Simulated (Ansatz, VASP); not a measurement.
# SrBiSb2Br: VASP beside Ansatz

```
CELL_PARAMETERS angstrom
6.30678 0.00000 0.00000
3.15339 -7.26789 0.00000
0.00000 0.00000 -6.16072
ATOMIC_POSITIONS crystal
Br 0.74450 0.51100 0.75000
Br 0.25550 0.48900 0.25000
Sb 0.24700 0.00000 0.00000
Sb 0.75300 0.00000 0.50000
Sb 0.75300 0.00000 0.00000
Sb 0.24700 0.00000 0.50000
Sr 0.40500 0.19000 0.75000
Sr 0.59500 0.81000 0.25000
Bi 0.07390 0.85220 0.75000
Bi 0.92610 0.14780 0.25000
```

Alike in both runs: task single point; functional LDA; k mesh 4 × 4 × 4; no spin polarisation.

|  | VASP | Ansatz |
| --- | --- | --- |
| version | VASP 6.6.1 | Ansatz 0.2.0 |
| potentials or method | VASP PAW LDA potentials, release 64 (Br, Sb, Sr_sv, Bi_d), cutoff 520 eV | PAW plane waves |
| occupations | methfessel-paxton of order 1, width 0.0156 eV | cold, width 0.0156 eV |
| valence electrons in the cell | 84 | 124 |

|  | VASP | Ansatz | Ansatz less VASP |
| --- | --- | --- | --- |
| gap on the k mesh at the Fermi level (eV) | none | none | - |
| rms of the force components (eV/Å) | 4.445 | 4.367 | -0.0782 |

LDA's correlation is that of Perdew and Zunger in VASP and of Perdew and Wang (1992) in Ansatz. Atom by atom the forces differ by 0.090 eV/Å (rms over components). A gap of «none» marks a metal or a gap that the smearing closes. VASP's potentials hold 84 valence electrons a cell and Ansatz's 124, so a difference there can come from the potentials and not from the codes.

Spin-orbit coupling is off throughout.
